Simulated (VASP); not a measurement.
# Zr2Br (I4/mmm) in VASP: a series of runs

Zr2Br is run at these levels: PBE; tasks: single point, relaxation of cell and atoms.

Program: VASP 6.6.1. These are calculated values, not measurements. Logs are shortened: lines on timing, memory, paths and dates and some standing lists are left out, and cuts for length are marked.

## 1. The cell of the first run

The structure is tetragonal, space group I4/mmm (No. 139). The conventional cell has a = 5.062 Å, b = 5.062 Å, c = 5.218 Å, α = 90.00°, β = 90.00°, γ = 90.00°. Zr (site symmetry -4m2) has 2 Zr at 2.61 Å and 4 Br at 2.85 Å within 3.4 Å. Within 3.8 Å of Br (site symmetry 4/mmm) lie 8 Zr at 2.85 Å.

## 2. Single point, PBE

File INCAR:

```
SYSTEM = Zr2Br
  PREC = Accurate
  ENCUT = 520
  EDIFF = 1E-6
  ISMEAR = 0
  SIGMA = 0.1
  LREAL = .FALSE.
  LASPH = .TRUE.
  NELM = 80
  ALGO = Normal
  ISIF = 2
  LWAVE = .FALSE.
  LCHARG = .FALSE.
  GGA = PE
  NBANDS = 22
```

File KPOINTS:

```
Automatic mesh
0
G
  6 6 6
  0 0 0
```

File POSCAR:

```
Zr2Br
1.0
   -2.5309210200      2.5309210200      2.6091546400
    2.5309210200     -2.5309210200      2.6091546400
    2.5309210200      2.5309210200     -2.6091546400
Zr Br
2 1
Direct
    0.7500000000      0.2500000000      0.5000000000
    0.2500000000      0.7500000000      0.5000000000
    0.5000000000      0.5000000000      0.0000000000
```

Potentials or basis: VASP PAW PBE potentials, release 64 (Zr_sv, Br).

Launch:

```console
cat potpaw_PBE.64/Zr_sv/POTCAR potpaw_PBE.64/Br/POTCAR > POTCAR
mpirun -np 1 vasp_std > vasp.out
```

OUTCAR:

```text
SYSTEM = Zr2Br
   PREC = Accurate
   ENCUT = 520
   EDIFF = 1E-6
   ISMEAR = 0
   LREAL = .FALSE.
   LASPH = .TRUE.
   NELM = 80
   ISIF = 2
   GGA = PE

 ion  position               nearest neighbor table
   1  0.750  0.250  0.500-   2 2.61   2 2.61   3 2.85   3 2.85   3 2.85   3 2.85   2 3.58   2 3.58
                             2 3.58   2 3.58
   2  0.250  0.750  0.500-   1 2.61   1 2.61   3 2.85   3 2.85   3 2.85   3 2.85   1 3.58   1 3.58
                             1 3.58   1 3.58
   3  0.500  0.500  0.000-   2 2.85   1 2.85   1 2.85   2 2.85   1 2.85   2 2.85   2 2.85   1 2.85

  LATTYP: Found a body centered tetragonal cell.
 ALAT       =     5.0618420400
 C/A-ratio  =     1.0309111266

  Lattice vectors:

 A1 = (  -2.5309210200,   2.5309210200,   2.6091546400)
 A2 = (   2.5309210200,  -2.5309210200,   2.6091546400)
 A3 = (   2.5309210200,   2.5309210200,  -2.6091546400)

Analysis of symmetry for initial positions (statically):
=====================================================================
 Subroutine PRICEL returns:
 Original cell was already a primitive cell.

 Routine SETGRP: Setting up the symmetry group for a
 body centered tetragonal supercell.

 Subroutine GETGRP returns: Found 16 space group operations
 (whereof 16 operations were pure point group operations)
 out of a pool of 16 trial point group operations.

The static configuration has the point symmetry D_4h.

Analysis of symmetry for dynamics (positions and initial velocities):
=====================================================================
 Subroutine PRICEL returns:
 Original cell was already a primitive cell.

 Routine SETGRP: Setting up the symmetry group for a
 body centered tetragonal supercell.

 Subroutine GETGRP returns: Found 16 space group operations
 (whereof 16 operations were pure point group operations)
 out of a pool of 16 trial point group operations.

The dynamic configuration has the point symmetry D_4h.

 Subroutine INISYM returns: Found 16 space group operations
 (whereof 16 operations are pure point group operations),
 and found     1 'primitive' translations

----------------------------------------------------------------------------------------

                                     Primitive cell

  volume of cell :      66.8524

  direct lattice vectors                    reciprocal lattice vectors
    -2.530921020  2.530921020  2.609154640     0.000000000  0.197556540  0.191632950
     2.530921020 -2.530921020  2.609154640     0.197556540  0.000000000  0.191632950
[... 88 lines left out ...]
   LREAL  =      F    real-space projection
   EDIFFG = 0.1E-04   stopping-criterion for IOM
   NSW    =      0    number of steps for IOM
   IBRION =     -1    ionic relax: 0-MD 1-quasi-New 2-CG
   NFREE  =      0    steps in history (QN), initial steepest desc. (CG)
   ISIF   =      2    stress and relaxation
   ISYM   =      2    0-nonsym 1-usesym 2-fastsym
   POTIM  = 0.5000    time-step for ionic-motion
   TEBEG  =    0.0;   TEEND  =   0.0 temperature during run
   PSTRESS=    0.0 pullay stress
   NELECT =      31.0000    total number of electrons
   NUPDOWN=      -1.0000    fix difference up-down
   EMIN   =  10.00;   EMAX   =-10.00  energy-range for DOS
   EFERMI =   0.00;   METHOD = LEGACY
   ISMEAR =     0;   SIGMA  =   0.10  broadening in eV -4-tet -1-fermi 0-gaus
   EFERMI_NEDOS =   21; number of points for ismear=-14 and -15
   IALGO  =     38    algorithm
   IMIX   =      4    mixing-type and parameters
     AMIX     =   0.40;   BMIX     =  1.00
     AMIX_MAG =   1.60;   BMIX_MAG =  1.00
  volume/ion in A,a.u.               =      22.28       150.38
  Fermi-wavevector in a.u.,A,eV,Ry     =   1.267136  2.394539 21.845955  1.605632
  Thomas-Fermi vector in A             =   2.400299
   LORBIT       =      0    0 simple, 1 ext, 2 COOP (PROOUT), +10 PAW based schemes
   GGA     = PE    functional components
   LHFCALC =     F    Hartree Fock is set to
   AEXX    =    0.0000 exact exchange contribution
   IVDW    =     0    specifies the selected vdW correction
   LEPSILON=     F    determine dielectric tensor
   LRPA    =     F    only Hartree local field effects (RPA)
 non-spin polarized calculation
 Gauss-broadening in eV      SIGMA  =   0.10
  energy-cutoff  :      520.00
  volume of cell :       66.85
 maximum number of plane-waves:      1818
 NGX is ok and might be reduce to    36
   NGX = 17   NGY = 17   NGZ = 17

 number of electron      30.9999999 magnetization

 Free energy of the ion-electron system (eV)
  ---------------------------------------------------
  ext. energy  EPLUGINS =         0.00000000
  ---------------------------------------------------
  free energy    TOTEN  =       -16.90797841 eV

  energy without entropy =      -16.88539080  energy(sigma->0) =      -16.89668461

 E-fermi :   8.8056     XC(G=0): -10.7518

 val. band max:        8.7991488575   @ k =   0.1667   0.1667   0.1667
 cond. band min:       8.8089256832   @ k =  -0.3333   0.5000   0.3333
 fundamental gap:      0.0097768257
 Fermi energy:         8.8056066852

 k-point     1 :       0.0000    0.0000    0.0000
  band No.  band energies     occupation
      1     -40.3417      2.00000
      2     -39.8941      2.00000
      3     -19.4830      2.00000
      4     -18.4001      2.00000
      5     -18.4001      2.00000
      6     -18.1884      2.00000
[... 589 lines left out ...]
     21      11.2947      0.00000
     22      11.7788      0.00000

 [... further k-points ...]

------------------------ aborting loop because EDIFF is reached ----------------------------------------

  FORCE on cell =-STRESS in cart. coord.  units (eV):
  Direction    XX          YY          ZZ          XY          YZ          ZX
  --------------------------------------------------------------------------------------
  -------------------------------------------------------------------------------------
  Total       -0.0517582     -0.0517582      9.3928925      0.0000000     -0.0000000      0.0000000
  in kB       -1.2404325     -1.2404325    225.1090405      0.0000000     -0.0000000      0.0000000
  external PRESSURE =      74.2093919 kB  Pullay stress =       0.0000000 kB

 VOLUME and BASIS-vectors are now :
 -----------------------------------------------------------------------------
  energy-cutoff  :      520.00
  volume of cell :       66.85
      direct lattice vectors                 reciprocal lattice vectors
    -2.530921020  2.530921020  2.609154640     0.000000000  0.197556540  0.191632950
     2.530921020 -2.530921020  2.609154640     0.197556540  0.000000000  0.191632950
     2.530921020  2.530921020 -2.609154640     0.197556540  0.197556540  0.000000000

 POSITION                                       TOTAL-FORCE (eV/Angst)
 -----------------------------------------------------------------------------------
      0.00000      2.53092      1.30458         0.000000      0.000000      0.000000
      2.53092      0.00000      1.30458        -0.000000     -0.000000      0.000000
      0.00000      0.00000      2.60915         0.000000      0.000000     -0.000000
 -----------------------------------------------------------------------------------
    total drift:                               -0.000000      0.000000     -0.000000

  FREE ENERGIE OF THE ION-ELECTRON SYSTEM (eV)
  ---------------------------------------------------
  free  energy   TOTEN  =       -16.9079784143 eV

  energy  without entropy=      -16.8853907977  energy(sigma->0) =      -16.89668461
```

Wall time 87 s (1 thread of AMD EPYC 7R13, shared host); peak memory 0.19 GiB.

Results:

* Free energy: -16.9080 eV
* Pressure: 7.4 GPa

Caveat: an odd number of electrons without spin polarisation forces a metal; a magnetic or distorted state may lie lower.

## 3. Relaxation of cell and atoms, PBE

File INCAR:

```
SYSTEM = Zr2Br
ALGO     = Normal         ! electronic algorithm
EDIFF    = 1E-6           ! SCF threshold, eV
EDIFFG   = -0.04          ! ionic threshold
ENCUT    = 600            ! plane-wave cutoff, eV
GGA      = PE             ! functional
IBRION   = 2              ! ionic algorithm
ISIF     = 3              ! what is computed and relaxed
ISMEAR   = 0              ! smearing method
LASPH    = .True.         ! aspherical terms in the spheres
LCHARG   = .False.        ! write CHGCAR
LREAL    = .False.        ! projectors in reciprocal space
LWAVE    = .False.        ! write WAVECAR
NELM     = 60             ! most SCF steps
NSW      = 90             ! ionic steps
PREC     = Accurate       ! precision mode
SIGMA    = 0.1            ! smearing width, eV
```

File KPOINTS:

```
k-points
0
Gamma
  6 6 6
  0 0 0
```

POSCAR is that of step 2.

Potentials or basis: VASP PAW PBE potentials, release 64 (Zr_sv, Br).

Launch:

```console
cat potpaw_PBE.64/Zr_sv/POTCAR potpaw_PBE.64/Br/POTCAR > POTCAR
mpirun -np 1 vasp_std > vasp.out
```

It took 8.2 min on 1 thread of AMD EPYC 7R13, shared host; peak memory 0.21 GiB.

The run converged. Its results:

| Property | Result |
| --- | --- |
| Free energy | -17.7942 eV |
| Relaxed volume | 22.92 Å³/atom |
| Relaxed cell | a = 4.596 Å, b = 4.596 Å, c = 4.596 Å, α = 119.92°, β = 119.92°, γ = 90.15° |
| Space group after relaxing (to 0.05 Å) | Fm-3m (No. 225) |
| Energy gained by relaxing | 295.4 meV/atom |
| Ionic steps | 7 |
| Pressure after relaxing | -0.2 GPa |

The path:
| step | energy change (eV) | largest force (eV/Å) | pressure (GPa) | volume (Å³) |
| --- | --- | --- | --- | --- |
| 1 | 0.0000 | 0.0000 | 7.43 | 66.85 |
| 2 | -0.5225 | 0.0000 | -5.77 | 76.84 |
| 3 | -0.5241 | 0.0000 | -4.96 | 75.82 |
| 4 | -0.8289 | 0.0000 | -1.58 | 70.33 |
| 5 | -0.8720 | 0.0000 | 0.89 | 67.97 |
| 6 | -0.8732 | 0.0000 | 1.59 | 67.36 |
| 7 | -0.8861 | 0.0000 | -0.17 | 68.75 |

Final structure:
```cif
data_structure
_symmetry_space_group_name_H-M 'P 1'
_symmetry_Int_Tables_number 1
_cell_length_a 4.5964
_cell_length_b 4.5964
_cell_length_c 4.5964
_cell_angle_alpha 119.916
_cell_angle_beta 119.916
_cell_angle_gamma 90.145
_cell_volume 68.75
loop_
_atom_site_label
_atom_site_type_symbol
_atom_site_fract_x
_atom_site_fract_y
_atom_site_fract_z
_atom_site_occupancy
Zr1 Zr 0.75000 0.25000 0.50000 1
Zr2 Zr 0.25000 0.75000 0.50000 1
Br1 Br 0.50000 0.50000 0.00000 1
```

Levels at points of the mesh, in eV from the Fermi level:
| k point | band 13 | band 14 | band 15 | band 16 | band 17 | band 18 |
| --- | --- | --- | --- | --- | --- | --- |
| (0.00, 0.00, 0.00) | -2.83 | -2.39 | -2.39 | 1.84 | 1.84 | 1.87 |
| (0.50, 0.00, 0.00) | -0.92 | -0.85 | -0.84 | -0.14 | 0.31 | 0.45 |
| (0.50, 0.50, 0.00) | -2.56 | -1.91 | -1.47 | 0.73 | 0.74 | 1.25 |
| (0.50, 0.50, 0.50) | -2.55 | -1.92 | -1.46 | 0.76 | 0.76 | 1.24 |

Caveat: an odd number of electrons without spin polarisation forces a metal; a magnetic or distorted state may lie lower.
